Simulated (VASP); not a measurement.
Runs of VASP 6.6.1 on Nb. The structure is that of space group P6/mmm (No. 191), or close to it. The cells are those of the table. This isn't the form of Nb at room conditions, which is bcc.

```csv
cell,k mesh,gap on the mesh (eV),pressure (GPa)
"a = 4.912, b = 4.912, c = 2.703 Å, angles 90.0, 90.0, 120.0°, 3 atoms",8 × 8 × 13,none,-0.3
"a = 4.707, b = 4.707, c = 2.591 Å, angles 90.0, 90.0, 120.0°, 3 atoms",8 × 8 × 13,none,25.1
"a = 5.101, b = 5.101, c = 2.807 Å, angles 90.0, 90.0, 120.0°, 3 atoms",8 × 8 × 13,none,-14.4
"a = 4.777, b = 4.777, c = 2.629 Å, angles 90.0, 90.0, 120.0°, 3 atoms",8 × 8 × 13,none,(b)
"a = 4.846, b = 4.846, c = 2.667 Å, angles 90.0, 90.0, 120.0°, 3 atoms",8 × 8 × 13,none,(a)
"a = 5.040, b = 5.040, c = 2.774 Å, angles 90.0, 90.0, 120.0°, 3 atoms",8 × 8 × 13,none,-10.6
"a = 4.977, b = 4.977, c = 2.739 Å, angles 90.0, 90.0, 120.0°, 3 atoms",8 × 8 × 13,none,-6.0
"a = 4.912, b = 4.912, c = 2.703 Å, angles 90.0, 90.0, 120.0°, 3 atoms",10 × 10 × 15,none,-0.3
```

Alike in all rows: task single point; level RPBE; potentials or basis VASP PAW PBE potentials, release 64 (Nb_sv); no spin polarisation; cutoff (eV) 520; smearing fermi-dirac 0.1 eV.

Estimate the missing entries.

(a) 6.5; (b) 14.9.

Caveats: the PAW data sets were made with another functional, which shifts forces and pressure a little; the cell stands under pressure (at least some runs); the cell stands under tension (at least some runs).

A k mesh can miss the band edges, and the runs leave out spin-orbit coupling on Nb.

A gap of «none» marks levels without a gap at the run's occupations.
